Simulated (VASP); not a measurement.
# AlNi (Cmmm) in VASP: a series of runs

AlNi is run at these levels: r2SCAN; tasks: single point.

All numbers are computed with VASP 6.6.1; they aren't measurements. Logs are shortened: lines on timing, memory, paths and dates and some standing lists are left out, and cuts for length are marked.

## 1. The cell of the first run

Symmetry: Cmmm, No. 65, orthorhombic system. Conventional cell: a = 3.877 Å, b = 3.906 Å, c = 3.099 Å, α = 90.00°, β = 90.00°, γ = 90.00°. Within 3.3 Å of Al (site symmetry mmm) lie 8 Ni at 2.48 to 2.49 Å and 6 Al at 2.75 to 3.10 Å. Within 3.3 Å of Ni (site symmetry mmm) lie 8 Al at 2.48 to 2.49 Å and 6 Ni at 2.75 to 3.10 Å.

## 2. Single point, r2SCAN, collinear spin, ferromagnetic start

File POSCAR:

```
AlNi
1.0
    1.9386940000     -1.9531900000      0.0000000000
    1.9386940000      1.9531900000      0.0000000000
    0.0000000000      0.0000000000      6.1988600000
Al Ni
2 2
Direct
    0.0000000000      0.0000000000      0.0000000000
    0.0000000000      0.0000000000      0.5000000000
    0.5000000000      0.5000000000      0.2500000000
    0.5000000000      0.5000000000      0.7500000000
```

File INCAR.step1:

```
SYSTEM = AlNi
PREC = Accurate
ENCUT = 520
ISMEAR = 0
SIGMA = 0.15
LREAL = .FALSE.
LASPH = .TRUE.
NELM = 150
ISPIN = 2
MAGMOM = 0 0 1.2 1.2
LMAXMIX = 4
NBANDS = 25
GGA = PE
ALGO = Normal
EDIFF = 1E-4
LWAVE = .TRUE.
LCHARG = .FALSE.
```

File INCAR.step2:

```
SYSTEM = AlNi
PREC = Accurate
ENCUT = 520
EDIFF = 1E-6
ISMEAR = 0
SIGMA = 0.15
LREAL = .FALSE.
LASPH = .TRUE.
NELM = 150
ALGO = Normal
ISIF = 2
LWAVE = .FALSE.
LCHARG = .FALSE.
ISPIN = 2
MAGMOM = 0 0 1.2 1.2
LORBIT = 11
LMAXMIX = 4
METAGGA = R2SCAN
LMIXTAU = .TRUE.
NBANDS = 25
ISTART = 1
```

File KPOINTS:

```
Automatic mesh
0
Gamma
  8 8 4
  0.5 0.5 0.5
```

Potentials or basis: VASP PAW PBE potentials, release 64 (Al, Ni).

Command:

```
cat potpaw_PBE.64/Al/POTCAR potpaw_PBE.64/Ni/POTCAR > POTCAR
cp INCAR.step1 INCAR
mpirun -np 1 vasp_std > vasp.out
cp INCAR.step2 INCAR
mpirun -np 1 vasp_std > vasp.out
```

OUTCAR:

```text
SYSTEM = AlNi
   PREC = Accurate
   ENCUT = 520
   EDIFF = 1E-6
   ISMEAR = 0
   LREAL = .FALSE.
   LASPH = .TRUE.
   NELM = 150
   ISIF = 2
   ISPIN = 2
   LORBIT = 11
   METAGGA = R2SCAN
   ISTART = 1

 ion  position               nearest neighbor table
   1  0.000  0.000  0.000-   3 2.48   4 2.48   3 2.48   4 2.48   3 2.49   4 2.49   3 2.49   4 2.49
                             2 3.10   2 3.10
   2  0.000  0.000  0.500-   3 2.48   4 2.48   3 2.48   4 2.48   3 2.49   4 2.49   3 2.49   4 2.49
                             1 3.10   1 3.10
   3  0.500  0.500  0.250-   1 2.48   2 2.48   1 2.48   2 2.48   1 2.49   2 2.49   1 2.49   2 2.49
[... 10 lines left out ...]
 A1 = (   1.9386940000,  -1.9531900000,   0.0000000000)
 A2 = (   1.9386940000,   1.9531900000,   0.0000000000)
 A3 = (   0.0000000000,   0.0000000000,   6.1988600000)

Analysis of symmetry for initial positions (statically):
=====================================================================
 Subroutine PRICEL returns following result:

  LATTYP: Found a base centered orthorhombic cell.
 ALAT       =     3.8773880000
 B/A-ratio  =     1.0074771986
 C/A-ratio  =     0.7993602910
[... 12 lines left out ...]
 Subroutine GETGRP returns: Found  8 space group operations
 (whereof  8 operations were pure point group operations)
 out of a pool of  8 trial point group operations.

The static configuration has the point symmetry D_2h.

Analysis of symmetry for dynamics (positions and initial velocities):
=====================================================================
 Subroutine PRICEL returns following result:

  LATTYP: Found a base centered orthorhombic cell.
 ALAT       =     3.8773880000
 B/A-ratio  =     1.0074771986
 C/A-ratio  =     0.7993602910
[... 12 lines left out ...]
 Subroutine GETGRP returns: Found  8 space group operations
 (whereof  8 operations were pure point group operations)
 out of a pool of  8 trial point group operations.

The dynamic configuration has the point symmetry D_2h.

Analysis of structural, dynamic, and magnetic symmetry:
=====================================================================
 Subroutine PRICEL returns following result:

  LATTYP: Found a base centered orthorhombic cell.
 ALAT       =     3.8773880000
 B/A-ratio  =     1.0074771986
 C/A-ratio  =     0.7993602910
[... 12 lines left out ...]
 Subroutine GETGRP returns: Found  8 space group operations
 (whereof  8 operations were pure point group operations)
 out of a pool of  8 trial point group operations.

The overall configuration has the point symmetry D_2h.

 Subroutine INISYM returns: Found  8 space group operations
 (whereof  8 operations are pure point group operations),
 and found     2 'primitive' translations

----------------------------------------------------------------------------------------

[... 124 lines left out ...]
 Gauss-broadening in eV      SIGMA  =   0.15
  energy-cutoff  :      520.00
  volume of cell :       46.95
 maximum number of plane-waves:      1274
   NGX = 11   NGY = 11   NGZ = 23

 number of electron      26.0000043 magnetization       0.0000646

 Free energy of the ion-electron system (eV)
  ---------------------------------------------------
  ext. energy  EPLUGINS =         0.00000000
  ---------------------------------------------------
  free energy    TOTEN  =       -40.06858859 eV

  energy without entropy =      -40.04468699  energy(sigma->0) =      -40.05663779

 E-fermi :  10.0640     XC(G=0): -13.1110

 val. band max:       10.0218442462   @ k =  -0.3125   0.0625   0.3750
 cond. band min:      10.0870644381   @ k =   0.4375   0.3125   0.3750
 fundamental gap:      0.0652201919
 Fermi energy:        10.0640432630

 spin component 1

 k-point     1 :       0.0625    0.0625    0.1250
  band No.  band energies     occupation
      1      -1.5015      1.00000
      2       1.4535      1.00000
      3       3.3736      1.00000
      4       6.5831      1.00000
      5       6.8012      1.00000
      6       7.1346      1.00000
[... 661 lines left out ...]
     24      26.1798      0.00000
     25      27.1217      0.00000

 [... further k-points ...]

 spin component 2

 k-point     1 :       0.0625    0.0625    0.1250
  band No.  band energies     occupation
      1      -1.5015      1.00000
      2       1.4535      1.00000
      3       3.3736      1.00000
      4       6.5832      1.00000
      5       6.8013      1.00000
      6       7.1347      1.00000
[... 661 lines left out ...]
     24      26.1798      0.00000
     25      27.1217      0.00000

 [... further k-points ...]

------------------------ aborting loop because EDIFF is reached ----------------------------------------

  FORCE on cell =-STRESS in cart. coord.  units (eV):
  Direction    XX          YY          ZZ          XY          YZ          ZX
  --------------------------------------------------------------------------------------
  -------------------------------------------------------------------------------------
  Total        1.1329542      0.6022136     -1.3799689     -0.0000000      0.0000000      0.0000000
  in kB       38.6658302     20.5525411    -47.0960303     -0.0000000      0.0000000      0.0000000
  external PRESSURE =       4.0407803 kB  Pullay stress =       0.0000000 kB

 VOLUME and BASIS-vectors are now :
 -----------------------------------------------------------------------------
  energy-cutoff  :      520.00
  volume of cell :       46.95
      direct lattice vectors                 reciprocal lattice vectors
     1.938694000 -1.953190000  0.000000000     0.257905580 -0.255991481  0.000000000
     1.938694000  1.953190000  0.000000000     0.257905580  0.255991481  0.000000000
     0.000000000  0.000000000  6.198860000     0.000000000  0.000000000  0.161319985

 POSITION                                       TOTAL-FORCE (eV/Angst)
 -----------------------------------------------------------------------------------
      0.00000      0.00000      0.00000         0.000000      0.000000      0.000000
      0.00000      0.00000      3.09943         0.000000      0.000000      0.000000
      1.93869      0.00000      1.54971        -0.000000     -0.000000     -0.000000
      1.93869      0.00000      4.64914        -0.000000     -0.000000     -0.000000
 -----------------------------------------------------------------------------------
    total drift:                               -0.000000      0.000000      0.000000

  FREE ENERGIE OF THE ION-ELECTRON SYSTEM (eV)
  ---------------------------------------------------
  free  energy   TOTEN  =       -40.0685885914 eV

  energy  without entropy=      -40.0446869923  energy(sigma->0) =      -40.05663779

 total charge

# of ion       s       p       d       tot
------------------------------------------
    1        0.385   0.437   0.000   0.823
    2        0.385   0.437   0.000   0.823
    3        0.497   0.558   8.486   9.541
    4        0.497   0.558   8.486   9.541
--------------------------------------------------
tot          1.764   1.990  16.973  20.727

 magnetization (x)

# of ion       s       p       d       tot
------------------------------------------
    1       -0.000   0.000   0.000   0.000
    2       -0.000   0.000   0.000   0.000
    3        0.000   0.000   0.000   0.000
    4        0.000   0.000   0.000   0.000
--------------------------------------------------
tot          0.000   0.000   0.000   0.000
```

Run time: 2.4 min. Hardware: 1 thread of Intel Xeon 6975P-C (Granite Rapids), shared host; peak memory 0.21 GiB.

Results:

```yaml
Free_energy: -40.0686 eV
Pressure: 0.4 GPa
Band_gap_on_the_k_mesh: zero (filled and empty bands overlap)
Net_moment: 0.00 μB per cell
Valence_electrons_inside_the_program's_atomic_spheres: Al 0.82; Ni 9.54
```

Caveat: the PAW data sets were made with another functional, which shifts forces and pressure a little.

## 3. Single point, r2SCAN

POSCAR is that of step 2.

File INCAR.step1:

```
PREC = Accurate
ENCUT = 520
ISMEAR = 0
SIGMA = 0.15
LREAL = F
LASPH = T
NELM = 100
NBANDS = 21
GGA = PE
ALGO = Normal
EDIFF = 1E-4
LWAVE = T
LCHARG = F
```

File INCAR.step2:

```
PREC = Accurate
ENCUT = 520
EDIFF = 1E-6
ISMEAR = 0
SIGMA = 0.15
LREAL = F
LASPH = T
NELM = 100
ALGO = Normal
ISIF = 2
LWAVE = F
LCHARG = T
METAGGA = R2SCAN
LMIXTAU = T
LELF = T
LVHAR = T
NBANDS = 21
ISTART = 1
```

KPOINTS is that of step 2.

Potentials or basis: VASP PAW PBE potentials, release 64 (Al, Ni).

Command:

```
cat potpaw_PBE.64/Al/POTCAR potpaw_PBE.64/Ni/POTCAR > POTCAR
cp INCAR.step1 INCAR
mpirun -np 1 vasp_std > vasp.out
cp INCAR.step2 INCAR
mpirun -np 1 vasp_std > vasp.out
```

Wall time 63 s (1 thread of Intel Xeon 6975P-C (Granite Rapids), shared host); peak memory 0.17 GiB.

The run converged. Its results:

- Free energy: -40.0686 eV
- Pressure: 0.4 GPa
- Band gap on the k mesh: zero (band 13 reaches 11.46 eV, above the bottom of band 14 at 9.83 eV)

Stress tensor (GPa, compression positive):
```
 3.87  0.00  0.00
 0.00  2.06  0.00
 0.00  0.00 -4.70
```

Levels at points of the mesh, in eV from the Fermi level:
| k point | band 11 | band 12 | band 13 | band 14 | band 15 | band 16 |
| --- | --- | --- | --- | --- | --- | --- |
| (0.06, 0.06, 0.12) | -1.43 | -1.39 | -1.16 | 2.94 | 6.24 | 6.87 |

Caveat: the PAW data sets were made with another functional, which shifts forces and pressure a little. Spin polarisation is off, so any magnetic state and its effect on volume and gap are missing.
